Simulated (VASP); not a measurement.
Input of a VASP 6.6.1 run:

File INCAR:

```
PREC = Accurate
ENCUT = 520
EDIFF = 1E-6
ISMEAR = 0
SIGMA = 0.15
LREAL = False
LASPH = True
NELM = 60
ALGO = Fast
ISIF = 2
LWAVE = False
LCHARG = True
GGA = PS
LELF = True
LVHAR = True
NBANDS = 18
```

File KPOINTS:

```
Automatic mesh
0
Gamma
  18 18 10
```

The input POSCAR:

```
Ag
1.0
   -1.6556540000      1.6556540000      1.6556540000
    1.6556540000     -1.6556540000      1.6556540000
    3.3113080000      3.3113080000      0.0000000000
Ag
2
Direct
   -0.0106771521      0.0106771521      0.0000000000
    0.5106771521      0.4893228479      0.5000000000
```

Potentials or basis: VASP PAW PBE potentials, release 64 (Ag).

Command:

```sh
$ cat potpaw_PBE.64/Ag/POTCAR > POTCAR
$ mpirun -np 1 vasp_std > vasp.out
```

**Question.** Estimate the band gap on the k mesh.

**Answer.** Zero (bands 11 and 12 overlap by 7.77 eV).

**Question.** What does it give for the pressure?

**Answer.** -7.5 GPa.

**Question.** Estimate the largest force.

**Answer.** 0.014 eV/Å.

Forces on the atoms (eV/Å):
```
Ag   0.010 -0.010  0.000
Ag  -0.010  0.010  0.000
```

Caveat: the cell stands under tension; the PAW data sets were made with another functional, which shifts forces and pressure a little.
